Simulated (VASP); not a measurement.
# Hg (P2_1/m) in VASP: relaxation of cell and atoms with PBE+D3(BJ)

Aim: the relaxation of cell and atoms of Hg with PBE+D3(BJ).

Program: VASP 6.6.1. These are calculated values, not measurements. Logs are shortened: lines on timing, memory, paths and dates and some standing lists are left out, and cuts for length are marked.

**1. The cell of the first run**

It takes space group P2_1/m (No. 11, monoclinic). Conventional cell: a = 3.413 Å, b = 5.499 Å, c = 3.469 Å, α = 90.00°, β = 119.34°, γ = 90.00°. Within 4.4 Å of Hg (site symmetry m) lie 12 Hg at 3.31 to 3.48 Å.

**2. Relaxation of cell and atoms, PBE+D3(BJ)**

Contents of INCAR:

```
SYSTEM = Hg
ALGO = Normal ; EDIFF = 1E-6
EDIFFG = -0.005 ; ENCUT = 600
GGA = PE ; IBRION = 2
ISIF = 3 ; ISMEAR = -1
IVDW = 12 ; LASPH = .True.
LCHARG = .False. ; LREAL = .False.
LWAVE = .False. ; NELM = 80
NSW = 80 ; PREC = Accurate
SIGMA = 0.02
```

Contents of KPOINTS:

```
k-points
0
Gamma
  8 4 8
  0 0 0
```

Contents of POSCAR:

```
Hg
1.0
    3.4133030269      0.0000000000      0.0000000000
    0.0000000000      5.4991271400      0.0000000000
   -1.6998547957      0.0000000000      3.0241256614
Hg
2
Direct
    0.6515596900      0.2500000000      0.8042281600
    0.3484403100      0.7500000000      0.1957718400
```

Potentials or basis: VASP PAW PBE potentials, release 64 (Hg).

Launch:

```console
$ cat potpaw_PBE.64/Hg/POTCAR > POTCAR
$ mpirun -np 1 vasp_std > vasp.out
```

OUTCAR:

```text
SYSTEM = Hg
   EDIFF = 1E-6
   EDIFFG = -0.005
   ENCUT = 600
   GGA = PE
   IBRION = 2
   ISIF = 3
   ISMEAR = -1
   IVDW = 12
   LASPH = .True.
   LREAL = .False.
   NELM = 80
   NSW = 80
   PREC = Accurate
 IVDW          = 12

 ion  position               nearest neighbor table
   1  0.652  0.250  0.804-   2 3.31   2 3.31   2 3.44   2 3.44   2 3.45   2 3.45
   2  0.348  0.750  0.196-   1 3.31   1 3.31   1 3.44   1 3.44   1 3.45   1 3.45

  LATTYP: Found a simple monoclinic cell.
 ALAT       =     3.4133030269
 B/A-ratio  =     1.6110867089
 C/A-ratio  =     1.0163548333
 COS(beta)  =    -0.4899949704

  Lattice vectors:

 A1 = (   3.4133030269,   0.0000000000,   0.0000000000)
 A2 = (   0.0000000000,   5.4991271400,   0.0000000000)
 A3 = (  -1.6998547957,   0.0000000000,   3.0241256614)

Analysis of symmetry for initial positions (statically):
=====================================================================
 Subroutine PRICEL returns:
 Original cell was already a primitive cell.

 Routine SETGRP: Setting up the symmetry group for a
 simple monoclinic supercell.

 Subroutine GETGRP returns: Found  4 space group operations
 (whereof  2 operations were pure point group operations)
 out of a pool of  4 trial point group operations.

The static configuration has the point symmetry S_2 .
 The point group associated with its full space group is C_2h.

Analysis of symmetry for dynamics (positions and initial velocities):
=====================================================================
 Subroutine PRICEL returns:
 Original cell was already a primitive cell.

 Routine SETGRP: Setting up the symmetry group for a
 simple monoclinic supercell.

 Subroutine GETGRP returns: Found  4 space group operations
 (whereof  2 operations were pure point group operations)
 out of a pool of  4 trial point group operations.

The dynamic configuration has the point symmetry S_2 .
 The point group associated with its full space group is C_2h.

 Subroutine INISYM returns: Found  4 space group operations
 (whereof  2 operations are pure point group operations),
 and found     1 'primitive' translations

----------------------------------------------------------------------------------------

                                     Primitive cell

  volume of cell :      56.7634

  direct lattice vectors                    reciprocal lattice vectors
     3.413303027  0.000000000  0.000000000     0.292971351  0.000000000  0.164678592
     0.000000000  5.499127140  0.000000000     0.000000000  0.181847041  0.000000000
    -1.699854796  0.000000000  3.024125661     0.000000000  0.000000000  0.330674090

  length of vectors
     3.413303027  5.499127140  3.469127029     0.336082209  0.181847041  0.330674090

  position of ions in fractional coordinates (direct lattice)
     0.651559690  0.250000000  0.804228160
     0.348440310  0.750000000  0.195771840

  ion indices of the primitive-cell ions
   primitive index   ion index
                 1           1
                 2           2

----------------------------------------------------------------------------------------

 KPOINTS: k-points

Automatic generation of k-mesh.
 Grid dimensions read from file:
 generate k-points for:    8    4    8

 Generating k-lattice:

  Cartesian coordinates                     Fractional coordinates (reciprocal lattice)
     0.036621419  0.000000000  0.020584824     0.125000000  0.000000000  0.000000000
     0.000000000  0.045461760  0.000000000     0.000000000  0.250000000  0.000000000
     0.000000000  0.000000000  0.041334261     0.000000000  0.000000000  0.125000000

  Length of vectors
     0.042010276  0.045461760  0.041334261

  Shift w.r.t. Gamma in fractional coordinates (k-lattice)
     0.000000000  0.000000000  0.000000000

 Subroutine IBZKPT returns following result:
 ===========================================

 Found    102 irreducible k-points:

 Following reciprocal coordinates:
            Coordinates               Weight
  0.000000  0.000000  0.000000      1.000000
  0.125000  0.000000  0.000000      2.000000
  0.250000  0.000000  0.000000      2.000000
  0.375000  0.000000  0.000000      2.000000
  0.500000  0.000000  0.000000      1.000000
  0.000000  0.250000  0.000000      2.000000
[... 16 lines left out ...]
 -0.125000  0.000000  0.125000      2.000000
  0.000000  0.250000  0.125000      4.000000
 [... further k-points ...]
   k-points           NKPTS =    102   k-points in BZ     NKDIM =    102   number of bands    NBANDS=     16
   number of dos      NEDOS =    301   number of ions     NIONS =      2
   total plane-waves  NPLWV =  37632
   dimension x,y,z NGX =    28 NGY =   48 NGZ =   28
   dimension x,y,z NGXF=    56 NGYF=   96 NGZF=   56
   ions per type =               2
   NGX,Y,Z   is equivalent  to a cutoff of  13.64, 14.51, 13.42 a.u.
   NGXF,Y,Z  is equivalent  to a cutoff of  27.27, 29.02, 26.84 a.u.
 SYSTEM =  Hg
   PREC   = accura    normal or accurate (medium, high low for compatibility)
   ISTART =      0    job   : 0-new  1-cont  2-samecut
   ICHARG =      2    charge: 1-file 2-atom 10-const
   ISPIN  =      1    spin polarized calculation?
   LNONCOLLINEAR =      F non collinear calculations
   LSORBIT =      F    spin-orbit coupling
   LASPH  =      T    aspherical Exc in radial PAW
   ENCUT  =  600.0 eV  44.10 Ry    6.64 a.u.   6.82 10.98  6.93*2*pi/ulx,y,z
   NELM   =     80;   NELMIN=  2; NELMDL= -5     # of ELM steps
   EDIFF  = 0.1E-05   stopping-criterion for ELM
   LREAL  =      F    real-space projection
   EDIFFG = -.5E-02   stopping-criterion for IOM
   NSW    =     80    number of steps for IOM
   IBRION =      2    ionic relax: 0-MD 1-quasi-New 2-CG
   NFREE  =      1    steps in history (QN), initial steepest desc. (CG)
   ISIF   =      3    stress and relaxation
   ISYM   =      2    0-nonsym 1-usesym 2-fastsym
   POTIM  = 0.5000    time-step for ionic-motion
   TEBEG  =    0.0;   TEEND  =   0.0 temperature during run
   PSTRESS=    0.0 pullay stress
   NELECT =      24.0000    total number of electrons
   NUPDOWN=      -1.0000    fix difference up-down
   EMIN   =  10.00;   EMAX   =-10.00  energy-range for DOS
   EFERMI =   0.00;   METHOD = LEGACY
   ISMEAR =    -1;   SIGMA  =   0.02  broadening in eV -4-tet -1-fermi 0-gaus
   EFERMI_NEDOS =   21; number of points for ismear=-14 and -15
   IALGO  =     38    algorithm
   IMIX   =      4    mixing-type and parameters
     AMIX     =   0.40;   BMIX     =  1.00
     AMIX_MAG =   1.60;   BMIX_MAG =  1.00
  volume/ion in A,a.u.               =      28.38       191.53
  Fermi-wavevector in a.u.,A,eV,Ry     =   1.228728  2.321959 20.541703  1.509773
  Thomas-Fermi vector in A             =   2.363642
   LORBIT       =      0    0 simple, 1 ext, 2 COOP (PROOUT), +10 PAW based schemes
   GGA     = PE    functional components
   LHFCALC =     F    Hartree Fock is set to
   AEXX    =    0.0000 exact exchange contribution
   IVDW    =    12    specifies the selected vdW correction
   LEPSILON=     F    determine dielectric tensor
   LRPA    =     F    only Hartree local field effects (RPA)
 conjugate gradient relaxation of ions
 non-spin polarized calculation
  energy-cutoff  :      600.00
  volume of cell :       56.76
 maximum number of plane-waves:      1912
   NGX = 13   NGY = 21   NGZ = 13

--------------------------------------- Ionic step        1  -------------------------------------------

 number of electron      24.0000002 magnetization

 Free energy of the ion-electron system (eV)
  ---------------------------------------------------
  ext. energy  EPLUGINS =         0.00000000
  ---------------------------------------------------
  free energy    TOTEN  =        -0.34141331 eV

  energy without entropy =       -0.34095369  energy(sigma->0) =       -0.34118350

------------------------ aborting loop because EDIFF is reached ----------------------------------------

 Edisp (eV)   -0.73891

 E8    (eV) :    -0.3361

  FORCE on cell =-STRESS in cart. coord.  units (eV):
  Direction    XX          YY          ZZ          XY          YZ          ZX
  --------------------------------------------------------------------------------------
  -------------------------------------------------------------------------------------
  Total      -0.35734    -0.16349    -0.29009     0.00000     0.00000    -0.00683
  in kB     -10.08618    -4.61457    -8.18807     0.00000     0.00000    -0.19273
  external pressure =       -7.63 kB  Pullay stress =        0.00 kB
[... 21 lines left out ...]
  energy  without entropy=       -1.0798672142  energy(sigma->0) =       -1.08009703

--------------------------------------- Ionic step        2  -------------------------------------------

 number of electron      24.0000000 magnetization

 E-fermi :   1.1821     XC(G=0):  -9.9546

 val. band max:        1.1558012635   @ k =  -0.3750   0.0000   0.3750
 cond. band min:       1.1996017800   @ k =   0.0000   0.5000   0.5000
 fundamental gap:      0.0438005165
 Fermi energy:         1.1821405593

 k-point     1 :       0.0000    0.0000    0.0000
  band No.  band energies     occupation
      1      -6.2394      2.00000
      2      -5.6026      2.00000
      3      -4.9884      2.00000
      4      -4.9744      2.00000
      5      -4.8472      2.00000
      6      -4.8049      2.00000
[... 8 lines left out ...]
     15      12.9995      0.00000
     16      14.2219      0.00000
[... 420 lines left out ...]
  band No.  band energies     occupation
      1      -5.6379      2.00000
      2      -5.4157      2.00000
      3      -5.0497      2.00000
      4      -5.0313      2.00000
      5      -4.8710      2.00000
      6      -4.8447      2.00000
[... 8 lines left out ...]
     15      11.7350      0.00000
     16      11.9007      0.00000

 [... further k-points ...]

------------------------ aborting loop because EDIFF is reached ----------------------------------------

 Edisp (eV)   -0.75326

 E8    (eV) :    -0.3424

  FORCE on cell =-STRESS in cart. coord.  units (eV):
  Direction    XX          YY          ZZ          XY          YZ          ZX
  --------------------------------------------------------------------------------------
  -------------------------------------------------------------------------------------
  Total      -0.29360    -0.08390    -0.20775     0.00000     0.00000    -0.00167
  in kB      -8.45134    -2.41505    -5.98010     0.00000     0.00000    -0.04798
  external pressure =       -5.62 kB  Pullay stress =        0.00 kB
[... 57 lines left out ...]
  FREE ENERGIE OF THE ION-ELECTRON SYSTEM (eV)
  ---------------------------------------------------
  free  energy   TOTEN  =        -1.0991644920 eV

  energy  without entropy=       -1.0987423301  energy(sigma->0) =       -1.09895341

[... ionic steps 4 to 18 ...]

--------------------------------------- Ionic step       19  -------------------------------------------

 number of electron      24.0000001 magnetization

------------------------ aborting loop because EDIFF is reached ----------------------------------------

 Edisp (eV)   -0.80702

 E8    (eV) :    -0.3660
[... 69 lines left out ...]
  energy  without entropy=       -1.1023977216  energy(sigma->0) =       -1.10261527

--------------------------------------- Ionic step       21  -------------------------------------------

 number of electron      24.0000001 magnetization

 Free energy of the ion-electron system (eV)
  ---------------------------------------------------
  ext. energy  EPLUGINS =         0.00000000
  ---------------------------------------------------
  free energy    TOTEN  =        -0.29560641 eV

  energy without entropy =       -0.29516265  energy(sigma->0) =       -0.29538453

 E-fermi :   1.6855     XC(G=0): -10.3390

 val. band max:        1.5324138491   @ k =   0.5000   0.2500   0.1250
 cond. band min:       1.7086382208   @ k =  -0.3750   0.0000   0.3750
 fundamental gap:      0.1762243717
 Fermi energy:         1.6855418669

 k-point     1 :       0.0000    0.0000    0.0000
  band No.  band energies     occupation
      1      -6.2716      2.00000
      2      -5.4966      2.00000
      3      -4.7949      2.00000
      4      -4.7372      2.00000
      5      -4.5485      2.00000
      6      -4.5352      2.00000
[... 8 lines left out ...]
     15      14.7357      0.00000
     16      15.3535      0.00000
[... 420 lines left out ...]
  band No.  band energies     occupation
      1      -5.6482      2.00000
      2      -5.2888      2.00000
      3      -4.8248      2.00000
      4      -4.7825      2.00000
      5      -4.6152      2.00000
      6      -4.4903      2.00000
[... 8 lines left out ...]
     15      12.2468      0.00000
     16      13.4581      0.00000

 [... further k-points ...]

------------------------ aborting loop because EDIFF is reached ----------------------------------------

 Edisp (eV)   -0.80722

 E8    (eV) :    -0.3661

  FORCE on cell =-STRESS in cart. coord.  units (eV):
  Direction    XX          YY          ZZ          XY          YZ          ZX
  --------------------------------------------------------------------------------------
  -------------------------------------------------------------------------------------
  Total       0.00031    -0.00223     0.00831     0.00000     0.00000    -0.00080
  in kB       0.00958    -0.06879     0.25651     0.00000     0.00000    -0.02479
  external pressure =        0.07 kB  Pullay stress =        0.00 kB
[... 17 lines left out ...]
  FREE ENERGIE OF THE ION-ELECTRON SYSTEM (eV)
  ---------------------------------------------------
  free  energy   TOTEN  =        -1.1028290133 eV

  energy  without entropy=       -1.1023852528  energy(sigma->0) =       -1.10260713

 reached required accuracy - stopping structural energy minimisation
```

It took 17 min on 1 thread of Intel Xeon 8259CL, shared host; peak memory 0.27 GiB.

What came out:

```yaml
Free_energy: -1.1028 eV
Relaxed_volume: 25.94 Å³/atom
Relaxed_cell: a = 3.244 Å, b = 5.503 Å, c = 3.330 Å, α = 90.00°, β = 119.22°, γ = 90.00°
Space_group_after_relaxing_to_0.1_Å: Cmcm (No. 63)
Energy_gained_by_relaxing: 11.3 meV/atom
Ionic_steps: 21
Pressure_after_relaxing: 0.0 GPa
Largest_force_after_relaxing: 0.004 eV/Å
Band_gap_on_the_k_mesh: zero (bands 12 and 13 overlap by 1.39 eV)
Dispersion_energy_per_atom: -0.404 eV
```

Forces on the atoms (eV/Å):
```
Hg  -0.001  0.000 -0.004
Hg   0.001  0.000  0.004
```

Step by step:
| step | energy change (eV) | largest force (eV/Å) | pressure (GPa) | volume (Å³) |
| --- | --- | --- | --- | --- |
| 1 | 0.0000 | 0.0109 | -0.76 | 56.76 |
| 2 | -0.0049 | 0.0088 | -0.56 | 55.66 |
| 3 | -0.0188 | 0.0048 | -0.22 | 52.44 |
| 4 | 0.0377 | 0.0108 | 3.98 | 46.35 |
| 5 | -0.0197 | 0.0041 | 0.03 | 51.85 |
| 6 | -0.0197 | 0.0039 | 0.16 | 51.63 |
| 7 | -0.0216 | 0.0072 | 0.28 | 51.39 |
| 8 | -0.0218 | 0.0079 | 0.32 | 51.30 |
| 9 | -0.0224 | 0.0086 | -0.07 | 52.00 |
| 10 | -0.0224 | 0.0086 | 0.01 | 51.89 |
| 11 | -0.0224 | 0.0086 | -0.02 | 51.92 |
| 12 | -0.0224 | 0.0087 | -0.02 | 51.91 |
| 13 | -0.0224 | 0.0080 | 0.00 | 51.90 |
| 14 | -0.0225 | 0.0064 | 0.02 | 51.88 |
| 15 | -0.0224 | 0.0039 | 0.06 | 51.84 |
| 16 | -0.0225 | 0.0054 | -0.02 | 51.86 |
| 17 | -0.0225 | 0.0057 | 0.01 | 51.87 |
| 18 | -0.0225 | 0.0048 | 0.00 | 51.88 |
| 19 | -0.0225 | 0.0027 | -0.02 | 51.90 |
| 20 | -0.0225 | 0.0030 | -0.01 | 51.90 |
| 21 | -0.0225 | 0.0039 | 0.01 | 51.89 |

Final structure:
```
CELL_PARAMETERS angstrom
3.24438 0.00000 -0.00569
0.00000 5.50292 0.00000
-1.62081 0.00000 2.90910
ATOMIC_POSITIONS crystal
Hg 0.65058 0.25000 0.80228
Hg 0.34942 0.75000 0.19772
```

Caveat: spin-orbit coupling is left out, which moves the levels of the heavy elements.

The gap in the log of VASP goes by the Fermi energy; the results here count the filled bands.